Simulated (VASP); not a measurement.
# Mg3C (Fm-3m) in VASP: further runs, part 2 of 2

VASP 6.6.1.

## 3. Relaxation of cell and atoms, PBE

This run uses another cell than the first one, of 16.87 Å³/atom, 0.993 times its volume.

INCAR reads:

```
PREC     = Accurate       # precision mode
ENCUT    = 600            # plane-wave cutoff, eV
EDIFF    = 1E-7           # SCF threshold, eV
ISMEAR   = 0              # smearing method
SIGMA    = 0.1            # smearing width, eV
LREAL    = F              # projectors in reciprocal space
LASPH    = T              # aspherical terms in the spheres
NELM     = 100            # most SCF steps
ALGO     = Normal         # electronic algorithm
ISIF     = 3              # what is computed and relaxed
LWAVE    = F              # write WAVECAR
LCHARG   = F              # write CHGCAR
GGA      = PE             # functional
IBRION   = 2              # ionic algorithm
NSW      = 100            # ionic steps
EDIFFG   = -0.01          # ionic threshold
```

KPOINTS reads:

```
Automatic mesh
0
Gamma
  12 12 12
```

POSCAR reads:

```
Mg3C
1.0
    0.0000000000      3.2313273215      3.2313273215
    3.2313273215      0.0000000000      3.2313273215
    3.2313273215      3.2313273215      0.0000000000
Mg C
3 1
Direct
    0.2500000000      0.2500000000      0.2500000000
    0.7500000000      0.7500000000      0.7500000000
    0.0000000000      0.0000000000      0.0000000000
    0.5000000000      0.5000000000      0.5000000000
```

Potentials or basis: VASP PAW PBE potentials, release 64 (Mg, C).

Run with:

```
$ cat potpaw_PBE.64/Mg/POTCAR potpaw_PBE.64/C/POTCAR > POTCAR
$ mpirun -np 1 vasp_std > vasp.out
```

OUTCAR:

```text
PREC = Accurate
   ENCUT = 600
   EDIFF = 1E-7
   ISMEAR = 0
   LREAL = F
   LASPH = T
   NELM = 100
   ISIF = 3
   GGA = PE
   IBRION = 2
   NSW = 100
   EDIFFG = -0.01

 ion  position               nearest neighbor table
   1  0.250  0.250  0.250-   3 2.80   3 2.80   3 2.80   4 2.80   4 2.80   4 2.80   4 2.80   3 2.80
                             2 3.23   2 3.23   2 3.23   2 3.23   2 3.23   2 3.23
   2  0.750  0.750  0.750-   4 2.80   4 2.80   4 2.80   3 2.80   3 2.80   3 2.80   4 2.80   3 2.80
                             1 3.23   1 3.23   1 3.23   1 3.23   1 3.23   1 3.23
   3  0.000  0.000  0.000-   2 2.80   2 2.80   2 2.80   1 2.80   1 2.80   1 2.80   2 2.80   1 2.80

   4  0.500  0.500  0.500-   1 2.80   1 2.80   1 2.80   2 2.80   2 2.80   2 2.80   2 2.80   1 2.80

  LATTYP: Found a face centered cubic cell.
 ALAT       =     6.4626546430

  Lattice vectors:

 A1 = (   0.0000000000,   3.2313273215,   3.2313273215)
 A2 = (   3.2313273215,   0.0000000000,   3.2313273215)
 A3 = (   3.2313273215,   3.2313273215,   0.0000000000)

Analysis of symmetry for initial positions (statically):
=====================================================================
 Subroutine PRICEL returns:
 Original cell was already a primitive cell.

 Routine SETGRP: Setting up the symmetry group for a
 face centered cubic supercell.

 Subroutine GETGRP returns: Found 48 space group operations
 (whereof 48 operations were pure point group operations)
 out of a pool of 48 trial point group operations.

The static configuration has the point symmetry O_h .

Analysis of symmetry for dynamics (positions and initial velocities):
=====================================================================
 Subroutine PRICEL returns:
 Original cell was already a primitive cell.

 Routine SETGRP: Setting up the symmetry group for a
 face centered cubic supercell.

 Subroutine GETGRP returns: Found 48 space group operations
 (whereof 48 operations were pure point group operations)
 out of a pool of 48 trial point group operations.

The dynamic configuration has the point symmetry O_h .
[... 181 lines left out ...]
    total drift:                               -0.000000     -0.000000      0.000000

  FREE ENERGIE OF THE ION-ELECTRON SYSTEM (eV)
  ---------------------------------------------------
  free  energy   TOTEN  =        -9.6591627814 eV

  energy  without entropy=       -9.6567302131  energy(sigma->0) =       -9.65794650

--------------------------------------- Ionic step        2  -------------------------------------------

 number of electron      10.0000000 magnetization

 Free energy of the ion-electron system (eV)
  ---------------------------------------------------
  ext. energy  EPLUGINS =         0.00000000
  ---------------------------------------------------
  free energy    TOTEN  =        -9.65945329 eV

  energy without entropy =       -9.65700646  energy(sigma->0) =       -9.65822988

 E-fermi :   3.7936     XC(G=0):  -9.3274

 val. band max:        3.7746238057   @ k =  -0.3333   0.3333   0.1667
 cond. band min:       3.8112754148   @ k =   0.5000   0.4167   0.0000
 fundamental gap:      0.0366516091
 Fermi energy:         3.7935519922

 k-point     1 :       0.0000    0.0000    0.0000
  band No.  band energies     occupation
      1      -6.6803      2.00000
      2       0.1757      2.00000
      3       2.4220      2.00000
      4       2.4220      2.00000
      5       2.4220      2.00000
      6       5.7477      0.00000
      7       5.7477      0.00000
      8       5.7477      0.00000
      9       7.4108      0.00000
[... 265 lines left out ...]
 k-point    24 :      -0.4167    0.1667    0.0000
  band No.  band energies     occupation
      1      -5.7166      2.00000
      2      -1.7796      2.00000
      3       0.5434      2.00000
      4       1.7875      2.00000
      5       3.0186      2.00000
      6       4.2237      0.00000
      7       5.3143      0.00000
      8       6.1623      0.00000
      9       7.8847      0.00000

 [... further k-points ...]
[... 5 lines left out ...]
  --------------------------------------------------------------------------------------
  -------------------------------------------------------------------------------------
  Total        0.0206731      0.0206731      0.0206731      0.0000000      0.0000000     -0.0000000
  in kB        0.4887675      0.4887675      0.4887675      0.0000000      0.0000000     -0.0000000
  external PRESSURE =       0.4887675 kB  Pullay stress =       0.0000000 kB

 VOLUME and BASIS-vectors are now :
 -----------------------------------------------------------------------------
  energy-cutoff  :      600.00
  volume of cell :       67.77
      direct lattice vectors                 reciprocal lattice vectors
    -0.000000000  3.235898469  3.235898469    -0.154516591  0.154516591  0.154516591
     3.235898469  0.000000000  3.235898469     0.154516591 -0.154516591  0.154516591
     3.235898469  3.235898469 -0.000000000     0.154516591  0.154516591 -0.154516591

 POSITION                                       TOTAL-FORCE (eV/Angst)
 -----------------------------------------------------------------------------------
      1.61795      1.61795      1.61795         0.000000      0.000000     -0.000000
      4.85385      4.85385      4.85385        -0.000000      0.000000      0.000000
      6.47180      6.47180      6.47180        -0.000000     -0.000000     -0.000000
      3.23590      3.23590      3.23590        -0.000000     -0.000000     -0.000000
 -----------------------------------------------------------------------------------
    total drift:                               -0.000000     -0.000000      0.000000

  FREE ENERGIE OF THE ION-ELECTRON SYSTEM (eV)
  ---------------------------------------------------
  free  energy   TOTEN  =        -9.6594532945 eV

  energy  without entropy=       -9.6570064565  energy(sigma->0) =       -9.65822988

 reached required accuracy - stopping structural energy minimisation
```

OSZICAR:

```text
N       E                     dE             d eps       ncg     rms          rms(c)
DAV:   1     0.174109457389E+02    0.17411E+02   -0.41804E+03  1296   0.970E+02
DAV:   2    -0.857905846536E+01   -0.25990E+02   -0.25180E+02  1806   0.107E+02
DAV:   3    -0.107976141217E+02   -0.22186E+01   -0.21735E+01  1611   0.322E+01
[... 13 lines left out ...]
DAV:   2    -0.965951483101E+01    0.20409E-03   -0.34387E-03  1620   0.254E-01    0.344E-02
DAV:   3    -0.965945948188E+01    0.55349E-04   -0.39735E-04  1641   0.966E-02    0.119E-02
DAV:   4    -0.965945423067E+01    0.52512E-05   -0.15318E-05  1518   0.288E-02    0.469E-03
DAV:   5    -0.965945335413E+01    0.87654E-06   -0.22846E-06  1471   0.798E-03    0.124E-03
DAV:   6    -0.965945329450E+01    0.59635E-07   -0.59270E-08   667   0.212E-03
   2 F= -.96594533E+01 E0= -.96582299E+01  d E =-.290513E-03
```

Wall time 82 s (1 thread of Intel Xeon Platinum 8488C (Sapphire Rapids), shared host); peak memory 0.27 GiB.

Results:

* Free energy: -9.6595 eV
* Relaxed volume: 16.94 Å³/atom
* Relaxed cell: a = 4.576 Å, b = 4.576 Å, c = 4.576 Å, α = 60.00°, β = 60.00°, γ = 60.00°
* Space group after relaxing (to 0.05 Å): Fm-3m (No. 225)
* Energy gained by relaxing: 0.1 meV/atom
* Ionic steps: 2
* Pressure after relaxing: 0.0 GPa
* Band gap on the k mesh: zero (band 5 reaches 3.85 eV, above the bottom of band 6 at 3.55 eV)

The path:
| step | energy change (eV) | largest force (eV/Å) | pressure (GPa) | volume (Å³) |
| --- | --- | --- | --- | --- |
| 1 | 0.0000 | 0.0000 | 0.28 | 67.48 |
| 2 | -0.0003 | 0.0000 | 0.05 | 67.77 |

Final structure:
```cif
data_structure
_symmetry_space_group_name_H-M 'P 1'
_symmetry_Int_Tables_number 1
_cell_length_a 4.5763
_cell_length_b 4.5763
_cell_length_c 4.5763
_cell_angle_alpha 60.000
_cell_angle_beta 60.000
_cell_angle_gamma 60.000
_cell_volume 67.77
loop_
_atom_site_label
_atom_site_type_symbol
_atom_site_fract_x
_atom_site_fract_y
_atom_site_fract_z
_atom_site_occupancy
Mg1 Mg 0.25000 0.25000 0.25000 1
Mg2 Mg 0.75000 0.75000 0.75000 1
Mg3 Mg 0.00000 0.00000 0.00000 1
C1 C 0.50000 0.50000 0.50000 1
```

## 4. Single point, PBE, collinear spin, ferromagnetic start

This run uses another cell than the first one, of 16.87 Å³/atom, 0.993 times its volume.

INCAR reads:

```
PREC = Accurate
ENCUT = 520
EDIFF = 1E-6
ISMEAR = 0
SIGMA = 0.1
LREAL = F
LASPH = T
NELM = 150
ALGO = Normal
ISIF = 2
LWAVE = F
LCHARG = F
ISPIN = 2
MAGMOM = 0 0 0 1
LORBIT = 11
GGA = PE
NBANDS = 17
```

KPOINTS reads:

```
regular mesh
0
Gamma
  6 6 6
```

POSCAR is that of step 3.

Potentials or basis: VASP PAW PBE potentials, release 64 (Mg, C).

Run with:

```
$ cat potpaw_PBE.64/Mg/POTCAR potpaw_PBE.64/C/POTCAR > POTCAR
$ mpirun -np 1 vasp_std > vasp.out
```

OUTCAR:

```text
PREC = Accurate
   ENCUT = 520
   EDIFF = 1E-6
   ISMEAR = 0
   LREAL = F
   LASPH = T
   NELM = 150
   ISIF = 2
   ISPIN = 2
   LORBIT = 11
   GGA = PE

 ion  position               nearest neighbor table
   1  0.250  0.250  0.250-   3 2.80   3 2.80   3 2.80   4 2.80   4 2.80   4 2.80   4 2.80   3 2.80
                             2 3.23   2 3.23   2 3.23   2 3.23   2 3.23   2 3.23
   2  0.750  0.750  0.750-   4 2.80   4 2.80   4 2.80   3 2.80   3 2.80   3 2.80   4 2.80   3 2.80
                             1 3.23   1 3.23   1 3.23   1 3.23   1 3.23   1 3.23
   3  0.000  0.000  0.000-   2 2.80   2 2.80   2 2.80   1 2.80   1 2.80   1 2.80   2 2.80   1 2.80

   4  0.500  0.500  0.500-   1 2.80   1 2.80   1 2.80   2 2.80   2 2.80   2 2.80   2 2.80   1 2.80

  LATTYP: Found a face centered cubic cell.
 ALAT       =     6.4626546430

  Lattice vectors:

 A1 = (   0.0000000000,   3.2313273215,   3.2313273215)
 A2 = (   3.2313273215,   0.0000000000,   3.2313273215)
 A3 = (   3.2313273215,   3.2313273215,   0.0000000000)
[... 840 lines left out ...]

  FORCE on cell =-STRESS in cart. coord.  units (eV):
  Direction    XX          YY          ZZ          XY          YZ          ZX
  --------------------------------------------------------------------------------------
  -------------------------------------------------------------------------------------
  Total        0.0363340      0.0363340      0.0363340     -0.0000000     -0.0000000     -0.0000000
  in kB        0.8626829      0.8626829      0.8626829     -0.0000000     -0.0000000     -0.0000000
  external PRESSURE =       0.8626829 kB  Pullay stress =       0.0000000 kB

 VOLUME and BASIS-vectors are now :
 -----------------------------------------------------------------------------
  energy-cutoff  :      520.00
  volume of cell :       67.48
      direct lattice vectors                 reciprocal lattice vectors
     0.000000000  3.231327321  3.231327321    -0.154735175  0.154735175  0.154735175
     3.231327321  0.000000000  3.231327321     0.154735175 -0.154735175  0.154735175
     3.231327321  3.231327321  0.000000000     0.154735175  0.154735175 -0.154735175

 POSITION                                       TOTAL-FORCE (eV/Angst)
 -----------------------------------------------------------------------------------
      1.61566      1.61566      1.61566         0.000000     -0.000000      0.000000
      4.84699      4.84699      4.84699        -0.000000     -0.000000     -0.000000
      0.00000      0.00000      0.00000        -0.000000      0.000000     -0.000000
      3.23133      3.23133      3.23133        -0.000000      0.000000     -0.000000
 -----------------------------------------------------------------------------------
    total drift:                                0.000000      0.000000      0.000000

  FREE ENERGIE OF THE ION-ELECTRON SYSTEM (eV)
  ---------------------------------------------------
  free  energy   TOTEN  =        -9.6436878663 eV

  energy  without entropy=       -9.6377779509  energy(sigma->0) =       -9.64073291

 total charge

# of ion       s       p       d       tot
------------------------------------------
    1        0.197   0.132   0.022   0.351
    2        0.197   0.132   0.022   0.351
    3        0.278   0.141   0.015   0.434
    4        0.985   1.090   0.000   2.075
--------------------------------------------------
tot          1.657   1.496   0.059   3.212

 magnetization (x)

# of ion       s       p       d       tot
------------------------------------------
    1       -0.000  -0.000   0.000  -0.000
    2       -0.000  -0.000   0.000  -0.000
    3        0.000   0.000   0.000   0.000
    4        0.000   0.000   0.000   0.000
--------------------------------------------------
tot          0.000   0.000   0.000   0.000
```

stdout:

```text
POSCAR found type information on POSCAR MgC
 POSCAR found :  2 types and       4 ions
 scaLAPACK will be used
 LDA part: xc-table for (Slater+PW92), standard interpolation
 POSCAR, INCAR and KPOINTS ok, starting setup
 FFT: planning ... GRIDC
 FFT: planning ... GRID_SOFT
 FFT: planning ... GRID
 WAVECAR not read
 entering main loop
```

Wall time 33 s (1 thread of Intel Xeon Platinum 8488C (Sapphire Rapids), shared host); peak memory 0.24 GiB.

Results:

* Free energy: -9.6437 eV
* Pressure: 0.1 GPa
* Band gap on the k mesh: zero (filled and empty bands overlap)
* Net moment: 0.00 μB per cell
* Valence electrons inside the program's atomic spheres: Mg 0.35, 0.43; C 2.08

## 5. Summary

```tsv
task	spin	cell	k mesh	cutoff (eV)	gap on the mesh (eV)	pressure (GPa)
single point	off	a = 4.581 Å, angles 60.0°, 4 atoms	12 × 12 × 12	520	none	-0.1
relaxation of cell and atoms	off	relaxed from a = 4.570 Å, angles 60.0°, 4 atoms	12 × 12 × 12	600	none	0.0
single point	collinear, ferromagnetic start	a = 4.570 Å, angles 60.0°, 4 atoms	6 × 6 × 6	520	none	0.1
```

Alike in all rows: level PBE; potentials or basis VASP PAW PBE potentials, release 64 (Mg, C); smearing gaussian 0.1 eV.

Absolute energies hang on the potentials; compare differences alone.
